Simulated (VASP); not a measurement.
# HfSiO4 (P-4m2) in VASP: notebook, part 2 of 3

VASP 6.6.1.

### 3 Single point, PBE

This run uses another cell than the first one, of 10.26 Å³/atom, 1.031 times its volume.

File INCAR:

```
  ALGO = Normal
  EDIFF = 1E-6
  ENCUT = 520
  GGA = PE
  ISIF = 2
  ISMEAR = -1
  LASPH = T
  LCHARG = T
  LELF = T
  LREAL = F
  LVHAR = T
  LWAVE = F
  NBANDS = 28
  NELM = 80
  PREC = Accurate
  SIGMA = 0.02
```

File KPOINTS:

```
k-points
0
Gamma
  8 8 4
```

File POSCAR:

```
HfSiO4
1.0
    3.2856932360      0.0000000000      0.0000000000
    0.0000000000      3.2856932360      0.0000000000
    0.0000000000      0.0000000000      5.7004944933
Si Hf O
1 1 4
Direct
    0.5000000000      0.5000000000      0.5000000000
    0.0000000000      0.0000000000      0.0000000000
    0.5000000000      0.0000000000      0.6220427075
    0.0000000000      0.5000000000      0.8236286593
    0.0000000000      0.5000000000      0.3779572925
    0.5000000000      0.0000000000      0.1763713407
```

Potentials or basis: VASP PAW PBE potentials, release 64 (Si, Hf_pv, O).

Launch:

```console
> cat potpaw_PBE.64/Si/POTCAR potpaw_PBE.64/Hf_pv/POTCAR potpaw_PBE.64/O/POTCAR > POTCAR
> mpirun -np 1 vasp_std > vasp.out
```

OUTCAR:

```text
EDIFF = 1E-6
   ENCUT = 520
   GGA = PE
   ISIF = 2
   ISMEAR = -1
   LASPH = T
   LREAL = F
   NELM = 80
   PREC = Accurate

 ion  position               nearest neighbor table
   1  0.500  0.500  0.500-   3 1.78   5 1.78   3 1.78   5 1.78   4 2.47   6 2.47   4 2.47   6 2.47

   2  0.000  0.000  0.000-   4 1.93   6 1.93   4 1.93   6 1.93   5 2.71   5 2.71   3 2.71   3 2.71

   3  0.500  0.000  0.622-   1 1.78   1 1.78   2 2.71   2 2.71
   4  0.000  0.500  0.824-   2 1.93   2 1.93   1 2.47   1 2.47
   5  0.000  0.500  0.378-   1 1.78   1 1.78   2 2.71   2 2.71
   6  0.500  0.000  0.176-   2 1.93   2 1.93   1 2.47   1 2.47

  LATTYP: Found a simple tetragonal cell.
 ALAT       =     3.2856932360
 C/A-ratio  =     1.7349442215

  Lattice vectors:

 A1 = (   3.2856932360,   0.0000000000,   0.0000000000)
 A2 = (   0.0000000000,   3.2856932360,   0.0000000000)
 A3 = (   0.0000000000,   0.0000000000,   5.7004944933)

Analysis of symmetry for initial positions (statically):
=====================================================================
 Subroutine PRICEL returns:
 Original cell was already a primitive cell.

 Routine SETGRP: Setting up the symmetry group for a
 simple tetragonal supercell.

 Subroutine GETGRP returns: Found  8 space group operations
 (whereof  8 operations were pure point group operations)
 out of a pool of 16 trial point group operations.

The static configuration has the point symmetry D_2d.

Analysis of symmetry for dynamics (positions and initial velocities):
=====================================================================
 Subroutine PRICEL returns:
 Original cell was already a primitive cell.

 Routine SETGRP: Setting up the symmetry group for a
[... 124 lines left out ...]
   PSTRESS=    0.0 pullay stress
   NELECT =      38.0000    total number of electrons
   NUPDOWN=      -1.0000    fix difference up-down
   EMIN   =  10.00;   EMAX   =-10.00  energy-range for DOS
   EFERMI =   0.00;   METHOD = LEGACY
   ISMEAR =    -1;   SIGMA  =   0.02  broadening in eV -4-tet -1-fermi 0-gaus
   EFERMI_NEDOS =   21; number of points for ismear=-14 and -15
   IALGO  =     38    algorithm
   IMIX   =      4    mixing-type and parameters
     AMIX     =   0.40;   BMIX     =  1.00
     AMIX_MAG =   1.60;   BMIX_MAG =  1.00
  volume/ion in A,a.u.               =      10.26        69.22
  Fermi-wavevector in a.u.,A,eV,Ry     =   1.394057  2.634386 26.441491  1.943395
  Thomas-Fermi vector in A             =   2.517643
   LORBIT       =      0    0 simple, 1 ext, 2 COOP (PROOUT), +10 PAW based schemes
   GGA     = PE    functional components
   LHFCALC =     F    Hartree Fock is set to
   AEXX    =    0.0000 exact exchange contribution
   IVDW    =     0    specifies the selected vdW correction
   LEPSILON=     F    determine dielectric tensor
   LRPA    =     F    only Hartree local field effects (RPA)
 non-spin polarized calculation
  energy-cutoff  :      520.00
  volume of cell :       61.54
 maximum number of plane-waves:      1712
   NGX = 13   NGY = 13   NGZ = 21

 number of electron      37.9999993 magnetization

 Free energy of the ion-electron system (eV)
  ---------------------------------------------------
  ext. energy  EPLUGINS =         0.00000000
  ---------------------------------------------------
  free energy    TOTEN  =       -50.79691333 eV

  energy without entropy =      -50.79691333  energy(sigma->0) =      -50.79691333

 E-fermi :   4.7827     XC(G=0): -11.5131

 val. band max:        4.4100385106   @ k =   0.5000   0.5000   0.5000
 cond. band min:       6.9012802607   @ k =   0.0000   0.0000   0.0000
 fundamental gap:      2.4912417501
 Fermi energy:         4.7826932579

 k-point     1 :       0.0000    0.0000    0.0000
  band No.  band energies     occupation
      1     -24.6392      2.00000
      2     -24.3212      2.00000
      3     -24.3212      2.00000
      4     -15.0668      2.00000
      5     -12.7556      2.00000
      6     -12.4622      2.00000
[... 733 lines left out ...]
     27      14.8370      0.00000
     28      16.0699      0.00000

 [... further k-points ...]
[... 5 lines left out ...]
  --------------------------------------------------------------------------------------
  -------------------------------------------------------------------------------------
  Total        2.4321019      2.4321019      1.5385895      0.0000000      0.0000000      0.0000000
  in kB       63.3177967     63.3177967     40.0559281      0.0000000      0.0000000      0.0000000
  external PRESSURE =      55.5638405 kB  Pullay stress =       0.0000000 kB

 VOLUME and BASIS-vectors are now :
 -----------------------------------------------------------------------------
  energy-cutoff  :      520.00
  volume of cell :       61.54
      direct lattice vectors                 reciprocal lattice vectors
     3.285693236  0.000000000  0.000000000     0.304349776  0.000000000  0.000000000
     0.000000000  3.285693236  0.000000000     0.000000000  0.304349776  0.000000000
     0.000000000  0.000000000  5.700494493     0.000000000  0.000000000  0.175423378

 POSITION                                       TOTAL-FORCE (eV/Angst)
 -----------------------------------------------------------------------------------
      1.64285      1.64285      2.85025         0.000000      0.000000      0.000000
      0.00000      0.00000      0.00000         0.000000     -0.000000      0.000000
      1.64285      0.00000      3.54595        -0.000000     -0.000000      0.263285
      0.00000      1.64285      4.69509         0.000000     -0.000000     -0.185685
      0.00000      1.64285      2.15454         0.000000     -0.000000     -0.263285
      1.64285      0.00000      1.00540         0.000000     -0.000000      0.185685
 -----------------------------------------------------------------------------------
    total drift:                                0.000000      0.000000     -0.000000

  FREE ENERGIE OF THE ION-ELECTRON SYSTEM (eV)
  ---------------------------------------------------
  free  energy   TOTEN  =       -50.7969133330 eV

  energy  without entropy=      -50.7969133330  energy(sigma->0) =      -50.79691333
```

OSZICAR:

```text
N       E                     dE             d eps       ncg     rms          rms(c)
DAV:   1     0.189019634999E+03    0.18902E+03   -0.21056E+04  2520   0.133E+03
DAV:   2    -0.483170408752E+02   -0.23734E+03   -0.23096E+03  3068   0.317E+02
DAV:   3    -0.586437506754E+02   -0.10327E+02   -0.10275E+02  3168   0.625E+01
DAV:   4    -0.587200098531E+02   -0.76259E-01   -0.76210E-01  3136   0.598E+00
DAV:   5    -0.587207383747E+02   -0.72852E-03   -0.72846E-03  3064   0.554E-01    0.689E+01
DAV:   6    -0.508748636117E+02    0.78459E+01   -0.28739E+01  2792   0.345E+01    0.494E+01
DAV:   7    -0.508207829718E+02    0.54081E-01   -0.15940E+00  2948   0.853E+00    0.231E+01
DAV:   8    -0.508009112011E+02    0.19872E-01   -0.16871E-01  3040   0.358E+00    0.328E+00
DAV:   9    -0.507968315481E+02    0.40797E-02   -0.19807E-02  2860   0.102E+00    0.157E+00
DAV:  10    -0.507972699731E+02   -0.43842E-03   -0.54551E-03  3140   0.602E-01    0.760E-01
DAV:  11    -0.507968758679E+02    0.39411E-03   -0.18330E-03  3004   0.374E-01    0.307E-01
DAV:  12    -0.507969174331E+02   -0.41565E-04   -0.19088E-04  2960   0.847E-02    0.116E-01
DAV:  13    -0.507969124291E+02    0.50040E-05   -0.56765E-05  2848   0.619E-02    0.130E-02
DAV:  14    -0.507969133330E+02   -0.90387E-06   -0.70095E-06  2784   0.180E-02
   1 F= -.50796913E+02 E0= -.50796913E+02  d E =-.289796E-10
```

Run time: 22 s. Hardware: 1 thread of Intel Xeon 6975P-C (Granite Rapids), shared host; peak memory 0.21 GiB.

Results:

| Item | Value |
| --- | --- |
| Free energy | -50.7969 eV |
| Pressure | 5.6 GPa |
| Largest force | 0.263 eV/Å |
| Band gap on the k mesh | 2.49 eV, indirect (least direct gap 2.72 eV) |

Forces on the atoms (eV/Å):
```
Si   0.000  0.000  0.000
Hf   0.000  0.000  0.000
O    0.000  0.000  0.263
O    0.000  0.000 -0.186
O    0.000  0.000 -0.263
O    0.000  0.000  0.186
```

Stress tensor (GPa, compression positive):
```
6.33 0.00 0.00
0.00 6.33 0.00
0.00 0.00 4.01
```

Levels at points of the mesh, in eV from the valence-band top:
| k point | band 17 | band 18 | band 19 | band 20 | band 21 | band 22 |
| --- | --- | --- | --- | --- | --- | --- |
| (0.00, 0.00, 0.00) | -0.56 | -0.23 | -0.23 | 2.49 | 6.10 | 6.10 |
| (0.50, 0.00, 0.00) | -1.36 | -0.85 | -0.80 | 4.48 | 6.02 | 6.24 |
| (0.50, 0.50, 0.00) | -1.02 | -1.02 | -0.32 | 5.62 | 5.62 | 6.47 |
| (0.00, 0.00, 0.50) | -2.03 | -0.18 | -0.18 | 3.53 | 4.90 | 6.11 |
| (0.50, 0.00, 0.50) | -1.26 | -0.92 | -0.71 | 4.70 | 5.90 | 6.31 |
| (0.50, 0.50, 0.50) | -1.25 | -1.25 | 0.00 | 5.95 | 5.95 | 6.14 |

Caveat: spin-orbit coupling is left out, which moves the levels of the heavy elements. A k mesh can miss the band edges.

### 4 Single point, PBE

This run uses another cell than the first one, of 10.57 Å³/atom, 1.063 times its volume.

File INCAR:

```
PREC = Accurate ; ENCUT = 520
EDIFF = 1E-7 ; ISMEAR = -1
SIGMA = 0.02 ; LREAL = F
LASPH = T ; NELM = 80
ALGO = Normal ; ISIF = 2
LWAVE = F ; LCHARG = T
GGA = PE ; LELF = T
LVHAR = T ; NBANDS = 28
```

File KPOINTS:

```
Automatic mesh
0
Gamma
  8 8 6
```

File POSCAR:

```
HfSiO4
1.0
    3.3161167910      0.0000000000      0.0000000000
    0.0000000000      3.3161167910      0.0000000000
    0.0000000000      0.0000000000      5.7690040846
Si Hf O
1 1 4
Direct
    0.5000000000      0.5000000000      0.5000000000
    0.0000000000      0.0000000000      0.0000000000
    0.5000000000      0.0000000000      0.6223781974
    0.0000000000      0.5000000000      0.8245681059
    0.0000000000      0.5000000000      0.3776218026
    0.5000000000      0.0000000000      0.1754318941
```

Launch:

```console
> cat potpaw_PBE.64/Si/POTCAR potpaw_PBE.64/Hf_pv/POTCAR potpaw_PBE.64/O/POTCAR > POTCAR
> mpirun -np 1 vasp_std > vasp.out
```

It took 44 s on 1 thread of Intel Xeon 6975P-C (Granite Rapids), shared host; peak memory 0.24 GiB.

Results (log left out):

```yaml
Free_energy: -50.8243 eV
Pressure: -1.1 GPa
Largest_force: 0.130 eV/Å
Band_gap_on_the_k_mesh: 2.28 eV, indirect (least direct gap 2.48 eV)
```

Forces on the atoms (eV/Å):
```
Si   0.000  0.000  0.000
Hf   0.000  0.000  0.000
O    0.000  0.000  0.059
O    0.000  0.000  0.130
O    0.000  0.000 -0.059
O    0.000  0.000 -0.130
```

Stress tensor (GPa, compression positive):
```
-0.95  0.00  0.00
 0.00 -0.95  0.00
 0.00  0.00 -1.51
```

Levels at points of the mesh, in eV from the valence-band top:
| k point | band 15 | band 16 | band 17 | band 18 | band 19 | band 20 | band 21 | band 22 | band 23 | band 24 |
| --- | --- | --- | --- | --- | --- | --- | --- | --- | --- | --- |
| (0.00, 0.00, 0.00) | -1.65 | -1.65 | -0.55 | -0.20 | -0.20 | 2.28 | 5.92 | 5.99 | 6.56 | 7.50 |
| (0.50, 0.00, 0.00) | -1.41 | -1.34 | -1.33 | -0.84 | -0.77 | 4.27 | 5.95 | 6.12 | 6.40 | 7.45 |
| (0.50, 0.50, 0.00) | -1.68 | -1.08 | -0.99 | -0.99 | -0.30 | 5.48 | 5.48 | 6.32 | 6.38 | 8.83 |
| (0.00, 0.00, 0.50) | -2.10 | -2.10 | -1.98 | -0.16 | -0.16 | 3.26 | 4.81 | 6.00 | 7.26 | 8.04 |
| (0.50, 0.00, 0.50) | -2.19 | -1.62 | -1.19 | -0.90 | -0.66 | 4.47 | 5.79 | 6.22 | 6.85 | 8.20 |
| (0.50, 0.50, 0.50) | -1.66 | -1.40 | -1.23 | -1.23 | 0.00 | 5.79 | 5.79 | 6.08 | 6.35 | 8.64 |

Caveat: spin-orbit coupling is left out, which moves the levels of the heavy elements. A k mesh can miss the band edges.

### 5 Single point, r2SCAN

This run uses another cell than the first one, of 10.26 Å³/atom, 1.031 times its volume.

File POSCAR:

```
HfSiO4
1.0
    3.2856932360      0.0000000000      0.0000000000
    0.0000000000      3.2856932360      0.0000000000
    0.0000000000      0.0000000000      5.7004944933
Si Hf O
1 1 4
Direct
    0.5000000000      0.5000000000      0.5000000000
    0.0000000000      0.0000000000      0.0000000000
    0.5000000000      0.0000000000      0.6220427075
    0.0000000000      0.5000000000      0.8236286593
    0.0000000000      0.5000000000      0.3779572925
    0.5000000000      0.0000000000      0.1763713407
```

File INCAR.step1:

```
PREC     = Accurate       # precision mode
ENCUT    = 520            # plane-wave cutoff, eV
ISMEAR   = -1             # smearing method
SIGMA    = 0.02           # smearing width, eV
LREAL    = F              # projectors in reciprocal space
LASPH    = T              # aspherical terms in the spheres
NELM     = 80             # most SCF steps
NBANDS   = 28             # bands
GGA      = PE             # functional
ALGO     = Normal         # electronic algorithm
EDIFF    = 1E-4           # SCF threshold, eV
LWAVE    = T              # write WAVECAR
LCHARG   = F              # write CHGCAR
```

File INCAR.step2:

```
PREC     = Accurate       # precision mode
ENCUT    = 520            # plane-wave cutoff, eV
EDIFF    = 1E-6           # SCF threshold, eV
ISMEAR   = -1             # smearing method
SIGMA    = 0.02           # smearing width, eV
LREAL    = F              # projectors in reciprocal space
LASPH    = T              # aspherical terms in the spheres
NELM     = 80             # most SCF steps
ALGO     = Normal         # electronic algorithm
ISIF     = 2              # what is computed and relaxed
LWAVE    = F              # write WAVECAR
LCHARG   = F              # write CHGCAR
METAGGA  = R2SCAN         # meta-GGA
LMIXTAU  = T            
NBANDS   = 28             # bands
ISTART   = 1
```

File KPOINTS:

```
regular mesh
0
Gamma
  8 8 4
```

Potentials or basis: VASP PAW PBE potentials, release 64 (Si, Hf_pv, O).

Launch:

```console
> cat potpaw_PBE.64/Si/POTCAR potpaw_PBE.64/Hf_pv/POTCAR potpaw_PBE.64/O/POTCAR > POTCAR
> cp INCAR.step1 INCAR
> mpirun -np 1 vasp_std > vasp.out
> cp INCAR.step2 INCAR
> mpirun -np 1 vasp_std > vasp.out
```

OUTCAR:

```text
PREC = Accurate
   ENCUT = 520
   EDIFF = 1E-6
   ISMEAR = -1
   LREAL = F
   LASPH = T
   NELM = 80
   ISIF = 2
   METAGGA = R2SCAN
   ISTART = 1

 ion  position               nearest neighbor table
   1  0.500  0.500  0.500-   3 1.78   5 1.78   3 1.78   5 1.78   4 2.47   6 2.47   4 2.47   6 2.47

   2  0.000  0.000  0.000-   4 1.93   6 1.93   4 1.93   6 1.93   5 2.71   5 2.71   3 2.71   3 2.71

   3  0.500  0.000  0.622-   1 1.78   1 1.78   2 2.71   2 2.71
   4  0.000  0.500  0.824-   2 1.93   2 1.93   1 2.47   1 2.47
   5  0.000  0.500  0.378-   1 1.78   1 1.78   2 2.71   2 2.71
   6  0.500  0.000  0.176-   2 1.93   2 1.93   1 2.47   1 2.47

  LATTYP: Found a simple tetragonal cell.
 ALAT       =     3.2856932360
 C/A-ratio  =     1.7349442215

  Lattice vectors:

 A1 = (   3.2856932360,   0.0000000000,   0.0000000000)
 A2 = (   0.0000000000,   3.2856932360,   0.0000000000)
 A3 = (   0.0000000000,   0.0000000000,   5.7004944933)
[... 175 lines left out ...]
  ---------------------------------------------------
  ext. energy  EPLUGINS =         0.00000000
  ---------------------------------------------------
  free energy    TOTEN  =       -95.04384509 eV

  energy without entropy =      -95.04384509  energy(sigma->0) =      -95.04384509

 E-fermi :   4.4123     XC(G=0): -12.1467

 val. band max:        4.0148135307   @ k =   0.5000   0.5000   0.5000
 cond. band min:       7.2257260449   @ k =   0.0000   0.0000   0.0000
 fundamental gap:      3.2109125142
 Fermi energy:         4.4122915288

 k-point     1 :       0.0000    0.0000    0.0000
  band No.  band energies     occupation
      1     -25.9494      2.00000
      2     -25.6057      2.00000
      3     -25.6057      2.00000
      4     -16.4268      2.00000
      5     -14.1499      2.00000
      6     -13.8266      2.00000
[... 733 lines left out ...]
     27      15.4305      0.00000
     28      16.6741      0.00000

 [... further k-points ...]
[... 5 lines left out ...]
  --------------------------------------------------------------------------------------
  -------------------------------------------------------------------------------------
  Total       -0.3705628     -0.3705628     -0.6486774      0.0000000      0.0000000      0.0000000
  in kB       -9.6473015     -9.6473015    -16.8877884      0.0000000      0.0000000      0.0000000
  external PRESSURE =     -12.0607971 kB  Pullay stress =       0.0000000 kB

 VOLUME and BASIS-vectors are now :
 -----------------------------------------------------------------------------
  energy-cutoff  :      520.00
  volume of cell :       61.54
      direct lattice vectors                 reciprocal lattice vectors
     3.285693236  0.000000000  0.000000000     0.304349776  0.000000000  0.000000000
     0.000000000  3.285693236  0.000000000     0.000000000  0.304349776  0.000000000
     0.000000000  0.000000000  5.700494493     0.000000000  0.000000000  0.175423378

 POSITION                                       TOTAL-FORCE (eV/Angst)
 -----------------------------------------------------------------------------------
      1.64285      1.64285      2.85025        -0.000000     -0.000000      0.000000
      0.00000      0.00000      0.00000        -0.000000      0.000000      0.000000
      1.64285      0.00000      3.54595         0.000000     -0.000000      0.068085
      0.00000      1.64285      4.69509        -0.000000      0.000000      0.149616
      0.00000      1.64285      2.15454        -0.000000      0.000000     -0.068085
      1.64285      0.00000      1.00540         0.000000      0.000000     -0.149616
 -----------------------------------------------------------------------------------
    total drift:                                0.000000      0.000000     -0.000000

  FREE ENERGIE OF THE ION-ELECTRON SYSTEM (eV)
  ---------------------------------------------------
  free  energy   TOTEN  =       -95.0438450911 eV

  energy  without entropy=      -95.0438450911  energy(sigma->0) =      -95.04384509
```

OUTCAR.step1:

```text
PREC = Accurate
   ENCUT = 520
   ISMEAR = -1
   LREAL = F
   LASPH = T
[... 981 lines left out ...]
      1.64285      0.00000      3.54595        -0.000000      0.000000      0.258264
      0.00000      1.64285      4.69509        -0.000000      0.000000     -0.188447
      0.00000      1.64285      2.15454        -0.000000      0.000000     -0.258264
      1.64285      0.00000      1.00540         0.000000      0.000000      0.188447
 -----------------------------------------------------------------------------------
    total drift:                                0.000000      0.000000     -0.000000

  FREE ENERGIE OF THE ION-ELECTRON SYSTEM (eV)
  ---------------------------------------------------
  free  energy   TOTEN  =       -50.7969167080 eV

  energy  without entropy=      -50.7969167080  energy(sigma->0) =      -50.79691671
```

OSZICAR.step1:

```text
N       E                     dE             d eps       ncg     rms          rms(c)
DAV:   1     0.189019634999E+03    0.18902E+03   -0.21056E+04  2520   0.133E+03
DAV:   2    -0.483170408752E+02   -0.23734E+03   -0.23096E+03  3068   0.317E+02
DAV:   3    -0.586437506754E+02   -0.10327E+02   -0.10275E+02  3168   0.625E+01
DAV:   4    -0.587200098531E+02   -0.76259E-01   -0.76210E-01  3136   0.598E+00
DAV:   5    -0.587207383747E+02   -0.72852E-03   -0.72846E-03  3064   0.554E-01    0.689E+01
DAV:   6    -0.508748636117E+02    0.78459E+01   -0.28739E+01  2792   0.345E+01    0.494E+01
DAV:   7    -0.508207829718E+02    0.54081E-01   -0.15940E+00  2948   0.853E+00    0.231E+01
DAV:   8    -0.508009112011E+02    0.19872E-01   -0.16871E-01  3040   0.358E+00    0.328E+00
DAV:   9    -0.507968315481E+02    0.40797E-02   -0.19807E-02  2860   0.102E+00    0.157E+00
DAV:  10    -0.507972699731E+02   -0.43842E-03   -0.54551E-03  3140   0.602E-01    0.760E-01
DAV:  11    -0.507968758679E+02    0.39411E-03   -0.18330E-03  3004   0.374E-01    0.307E-01
DAV:  12    -0.507969167080E+02   -0.40840E-04   -0.18362E-04  1968   0.847E-02
   1 F= -.50796917E+02 E0= -.50796917E+02  d E =-.275201E-10
```

It took 74 s on 1 thread of Intel Xeon 6975P-C (Granite Rapids), shared host; peak memory 0.22 GiB.

Results:

```
Free energy            : -95.0438 eV
Pressure               : -1.2 GPa
Largest force          : 0.150 eV/Å
Band gap on the k mesh : 3.21 eV, indirect (least direct gap 3.44 eV)
```

Forces on the atoms (eV/Å):
```
Si   0.000  0.000  0.000
Hf   0.000  0.000  0.000
O    0.000  0.000  0.068
O    0.000  0.000  0.150
O    0.000  0.000 -0.068
O    0.000  0.000 -0.150
```

Stress tensor (GPa, compression positive):
```
-0.96  0.00  0.00
 0.00 -0.96  0.00
 0.00  0.00 -1.69
```

Caveat: the PAW data sets were made with another functional, which shifts forces and pressure a little; spin-orbit coupling is left out, which moves the levels of the heavy elements. A k mesh can miss the band edges.

(Continued in part 3 of 3.)
